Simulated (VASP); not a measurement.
# BaS (zincblende type) (F-43m) in VASP: electric field gradients with PBE

Aim: the electric field gradients of BaS (zincblende type) with PBE.

All numbers are computed with VASP 6.6.1; they aren't measurements. Logs are shortened: lines on timing, memory, paths and dates and some standing lists are left out, and cuts for length are marked.

### Step 1. The cell of the first run

The structure is cubic, space group F-43m (No. 216). Conventional cell: a = 7.032 Å, b = 7.032 Å, c = 7.032 Å, α = 90.00°, β = 90.00°, γ = 90.00°. Ba (site symmetry -43m) has 4 S at 3.05 Å within 4.0 Å. Within 4.0 Å of S (site symmetry -43m) lie 4 Ba at 3.05 Å.

### Step 2. Electric field gradients, PBE, non-collinear spin, zero start, spin-orbit coupling

INCAR

```
ALGO     = Normal         # electronic algorithm
EDIFF    = 1E-8           # SCF threshold, eV
ENCUT    = 520            # plane-wave cutoff, eV
GGA      = PE             # functional
GGA_COMPAT= False        
ISIF     = 2              # what is computed and relaxed
ISMEAR   = -1             # smearing method
LASPH    = True           # aspherical terms in the spheres
LCHARG   = False          # write CHGCAR
LEFG     = True         
LORBIT   = 11             # projections on sites
LORBMOM  = True         
LREAL    = False          # projectors in reciprocal space
LSORBIT  = True           # spin-orbit coupling
LWAVE    = False          # write WAVECAR
MAGMOM   = 0 0 0 0 0 0    # initial moments
NBANDS   = 28             # bands
NELM     = 150            # most SCF steps
PREC     = Accurate       # precision mode
SIGMA    = 0.08           # smearing width, eV
```

KPOINTS

```
k-points
0
Gamma
  9 9 9
```

POSCAR

```
BaS
1.0
    0.0000000000      3.5161364223      3.5161364223
    3.5161364223      0.0000000000      3.5161364223
    3.5161364223      3.5161364223      0.0000000000
Ba S
1 1
Direct
    0.0000000000      0.0000000000      0.0000000000
    0.2500000000      0.2500000000      0.2500000000
```

Potentials or basis: VASP PAW PBE potentials, release 64 (Ba_sv, S).

Command:

```console
> cat potpaw_PBE.64/Ba_sv/POTCAR potpaw_PBE.64/S/POTCAR > POTCAR
> mpirun -np 1 vasp_ncl > vasp.out
```

OUTCAR:

```text
EDIFF = 1E-8
   ENCUT = 520
   GGA = PE
   ISIF = 2
   ISMEAR = -1
   LASPH = True
   LORBIT = 11
   LREAL = False
   LSORBIT = True
   NELM = 150
   PREC = Accurate

 ion  position               nearest neighbor table
   1  0.000  0.000  0.000-   2 3.05   2 3.05   2 3.05   2 3.05
   2  0.250  0.250  0.250-   1 3.05   1 3.05   1 3.05   1 3.05

  LATTYP: Found a face centered cubic cell.
 ALAT       =     7.0322728446

  Lattice vectors:

 A1 = (   0.0000000000,   3.5161364223,   3.5161364223)
 A2 = (   3.5161364223,   0.0000000000,   3.5161364223)
 A3 = (   3.5161364223,   3.5161364223,   0.0000000000)

Analysis of symmetry for initial positions (statically):
=====================================================================
 Subroutine PRICEL returns:
 Original cell was already a primitive cell.

 Routine SETGRP: Setting up the symmetry group for a
 face centered cubic supercell.

 Subroutine GETGRP returns: Found 24 space group operations
 (whereof 24 operations were pure point group operations)
 out of a pool of 48 trial point group operations.

The static configuration has the point symmetry T_d .

Analysis of symmetry for dynamics (positions and initial velocities):
=====================================================================
 Subroutine PRICEL returns:
 Original cell was already a primitive cell.

 Routine SETGRP: Setting up the symmetry group for a
 face centered cubic supercell.

 Subroutine GETGRP returns: Found 24 space group operations
 (whereof 24 operations were pure point group operations)
 out of a pool of 48 trial point group operations.

The dynamic configuration has the point symmetry T_d .

Analysis of structural, dynamic, and magnetic symmetry:
=====================================================================
 Subroutine PRICEL returns:
 Original cell was already a primitive cell.

 Routine SETGRP: Setting up the symmetry group for a
 face centered cubic supercell.

 Subroutine GETGRP returns: Found 24 space group operations
 (whereof 24 operations were pure point group operations)
 out of a pool of 48 trial point group operations.

The overall configuration has the point symmetry T_d .

 Subroutine INISYM returns: Found 24 space group operations
 (whereof 24 operations are pure point group operations),
 and found     1 'primitive' translations

----------------------------------------------------------------------------------------

                                     Primitive cell

  volume of cell :      86.9415

  direct lattice vectors                    reciprocal lattice vectors
     0.000000000  3.516136422  3.516136422    -0.142201536  0.142201536  0.142201536
     3.516136422  0.000000000  3.516136422     0.142201536 -0.142201536  0.142201536
     3.516136422  3.516136422  0.000000000     0.142201536  0.142201536 -0.142201536

  length of vectors
     4.972567816  4.972567816  4.972567816     0.246300285  0.246300285  0.246300285

  position of ions in fractional coordinates (direct lattice)
     0.000000000  0.000000000  0.000000000
     0.250000000  0.250000000  0.250000000

  ion indices of the primitive-cell ions
   primitive index   ion index
                 1           1
                 2           2

----------------------------------------------------------------------------------------

 KPOINTS: k-points

Automatic generation of k-mesh.
 Grid dimensions read from file:
 generate k-points for:    9    9    9

 Generating k-lattice:

  Cartesian coordinates                     Fractional coordinates (reciprocal lattice)
    -0.015800171  0.015800171  0.015800171     0.111111111  0.000000000  0.000000000
     0.015800171 -0.015800171  0.015800171     0.000000000  0.111111111  0.000000000
     0.015800171  0.015800171 -0.015800171     0.000000000  0.000000000  0.111111111

  Length of vectors
     0.027366698  0.027366698  0.027366698

  Shift w.r.t. Gamma in fractional coordinates (k-lattice)
     0.000000000  0.000000000  0.000000000

 Subroutine IBZKPT returns following result:
[... 101 lines left out ...]

 E-fermi :   1.4058     XC(G=0):  -7.1892

 val. band max:       -0.1424208525   @ k =  -0.3333   0.4444   0.2222
 cond. band min:       2.6017945165   @ k =   0.0000   0.0000   0.0000
 fundamental gap:      2.7442153690
 Fermi energy:         1.4057513659

 k-point     1 :       0.0000    0.0000    0.0000
  band No.  band energies     occupation
      1     -26.2522      1.00000
      2     -26.2522      1.00000
      3     -12.7586      1.00000
      4     -12.7586      1.00000
      5     -10.8200      1.00000
      6     -10.8200      1.00000
[... 733 lines left out ...]
     27       6.9379      0.00000
     28       6.9379      0.00000

 [... further k-points ...]

------------------------ aborting loop because EDIFF is reached ----------------------------------------

  FORCE on cell =-STRESS in cart. coord.  units (eV):
  Direction    XX          YY          ZZ          XY          YZ          ZX
  --------------------------------------------------------------------------------------
  -------------------------------------------------------------------------------------
  Total        0.2415832      0.2415832      0.2415832     -0.0000000      0.0000000      0.0000000
  in kB        4.4519491      4.4519491      4.4519491     -0.0000000      0.0000000      0.0000000
  external PRESSURE =       4.4519491 kB  Pullay stress =       0.0000000 kB

 VOLUME and BASIS-vectors are now :
 -----------------------------------------------------------------------------
  energy-cutoff  :      520.00
  volume of cell :       86.94
      direct lattice vectors                 reciprocal lattice vectors
     0.000000000  3.516136422  3.516136422    -0.142201536  0.142201536  0.142201536
     3.516136422  0.000000000  3.516136422     0.142201536 -0.142201536  0.142201536
     3.516136422  3.516136422  0.000000000     0.142201536  0.142201536 -0.142201536

 POSITION                                       TOTAL-FORCE (eV/Angst)
 -----------------------------------------------------------------------------------
      0.00000      0.00000      0.00000        -0.000000     -0.000000     -0.000000
      1.75807      1.75807      1.75807         0.000000      0.000000      0.000000
 -----------------------------------------------------------------------------------
    total drift:                               -0.000000     -0.000000     -0.000000

  FREE ENERGIE OF THE ION-ELECTRON SYSTEM (eV)
  ---------------------------------------------------
  free  energy   TOTEN  =        -9.9300374393 eV

  energy  without entropy=       -9.9300374357  energy(sigma->0) =       -9.93003744

 Electric field gradients (V/A^2)
---------------------------------------------------------------------
 ion       V_xx      V_yy      V_zz      V_xy      V_xz      V_yz
---------------------------------------------------------------------
   1       0.000     0.000     0.000     0.000     0.000     0.000
   2       0.000     0.000     0.000     0.000     0.000     0.000
---------------------------------------------------------------------

 Electric field gradients after diagonalization (V/A^2)
 (convention: |V_zz| > |V_xx| > |V_yy|)
----------------------------------------------------------------------
 ion       V_xx      V_yy      V_zz     asymmetry (V_yy - V_xx)/ V_zz
----------------------------------------------------------------------
   1      -0.000    -0.000     0.000       0.000
   2      -0.000    -0.000     0.001       0.000
----------------------------------------------------------------------

           NMR quadrupolar parameters

 Cq : quadrupolar parameter    Cq=e*Q*V_zz/h
 eta: asymmetry parameters     (V_yy - V_xx)/ V_zz
 Q  : nuclear electric quadrupole moment in mb (millibarn)
----------------------------------------------------------------------
 ion       Cq(MHz)       eta       Q (mb)
----------------------------------------------------------------------
   1       0.000       0.000       1.000
   2       0.000       0.000       1.000
----------------------------------------------------------------------

 orbital moment (x)

 # of ion     p       d       tot
 ----------------------------------------
  1        -0.000  -0.000  -0.000
  2         0.000   0.000   0.000
 ----------------------------------------
            0.000  -0.000  -0.000

 orbital moment (y)

 # of ion     p       d       tot
 ----------------------------------------
  1         0.000   0.000   0.000
  2         0.000   0.000   0.000
 ----------------------------------------
            0.000   0.000   0.000

 orbital moment (z)

 # of ion     p       d       tot
 ----------------------------------------
  1         0.000  -0.000  -0.000
  2         0.000   0.000   0.000
 ----------------------------------------
            0.000  -0.000  -0.000

 Spin-Orbit-Coupling matrix elements

 Ion:    1  E_soc:     -0.3922742
 l=   1
     0.0000000    -0.0651082    -0.0651082
    -0.0651082     0.0000000    -0.0651082
    -0.0651082    -0.0651082     0.0000000
 l=   2
     0.0000000    -0.0000994     0.0000000    -0.0000994    -0.0001714
    -0.0000994     0.0000000    -0.0001286    -0.0000994    -0.0000429
     0.0000000    -0.0001286     0.0000000    -0.0001286     0.0000000
    -0.0000994    -0.0000994    -0.0001286     0.0000000    -0.0000429
    -0.0001714    -0.0000429     0.0000000    -0.0000429     0.0000000
 l=   3
     0.0000000     0.0000000     0.0000000     0.0000000     0.0000000     0.0000000     0.0000000
     0.0000000     0.0000000     0.0000000     0.0000000     0.0000000     0.0000000     0.0000000
     0.0000000     0.0000000     0.0000000     0.0000000     0.0000000     0.0000000     0.0000000
     0.0000000     0.0000000     0.0000000     0.0000000     0.0000000     0.0000000     0.0000000
     0.0000000     0.0000000     0.0000000     0.0000000     0.0000000     0.0000000     0.0000000
     0.0000000     0.0000000     0.0000000     0.0000000     0.0000000     0.0000000     0.0000000
     0.0000000     0.0000000     0.0000000     0.0000000     0.0000000     0.0000000     0.0000000

 Ion:    2  E_soc:     -0.0023338
 l=   1
     0.0000000    -0.0003890    -0.0003890
    -0.0003890     0.0000000    -0.0003890
    -0.0003890    -0.0003890     0.0000000
 l=   2
     0.0000000     0.0000000     0.0000000     0.0000000     0.0000000
     0.0000000     0.0000000     0.0000000     0.0000000     0.0000000
     0.0000000     0.0000000     0.0000000     0.0000000     0.0000000
     0.0000000     0.0000000     0.0000000     0.0000000     0.0000000
     0.0000000     0.0000000     0.0000000     0.0000000     0.0000000
 l=   3
     0.0000000     0.0000000     0.0000000     0.0000000     0.0000000     0.0000000     0.0000000
     0.0000000     0.0000000     0.0000000     0.0000000     0.0000000     0.0000000     0.0000000
     0.0000000     0.0000000     0.0000000     0.0000000     0.0000000     0.0000000     0.0000000
     0.0000000     0.0000000     0.0000000     0.0000000     0.0000000     0.0000000     0.0000000
     0.0000000     0.0000000     0.0000000     0.0000000     0.0000000     0.0000000     0.0000000
     0.0000000     0.0000000     0.0000000     0.0000000     0.0000000     0.0000000     0.0000000
     0.0000000     0.0000000     0.0000000     0.0000000     0.0000000     0.0000000     0.0000000

 total charge

# of ion       s       p       d       tot
------------------------------------------
    1        2.015   5.599   0.310   7.924
    2        1.323   2.429   0.000   3.752
--------------------------------------------------
tot          3.338   8.028   0.310  11.676

 magnetization (x)

# of ion       s       p       d       tot
------------------------------------------
    1        0.000   0.000   0.000   0.000
    2        0.000   0.000   0.000   0.000
--------------------------------------------------
tot          0.000   0.000   0.000   0.000

 magnetization (y)

# of ion       s       p       d       tot
------------------------------------------
    1        0.000  -0.000   0.000  -0.000
    2       -0.000   0.000   0.000  -0.000
--------------------------------------------------
tot         -0.000  -0.000   0.000  -0.000

 magnetization (z)

# of ion       s       p       d       tot
------------------------------------------
    1        0.000   0.000   0.000   0.000
    2       -0.000   0.000   0.000  -0.000
--------------------------------------------------
tot         -0.000   0.000   0.000   0.000
```

It took 5 min on 1 thread of AMD EPYC 9R45 (Zen 5), shared host; peak memory 0.57 GiB.

Results:

```
Free energy                                           : -9.9300 eV
Pressure                                              : 0.4 GPa
Net moment                                            : 0.00 μB per cell
Largest electric field gradient by atom               : zero within the noise of the run
Valence electrons inside the program's atomic spheres : Ba 7.92; S 3.75
```

Moments on the atoms (μB; x, y, z):
```
Ba  0.00 0.00 0.00
S   0.00 0.00 0.00
```
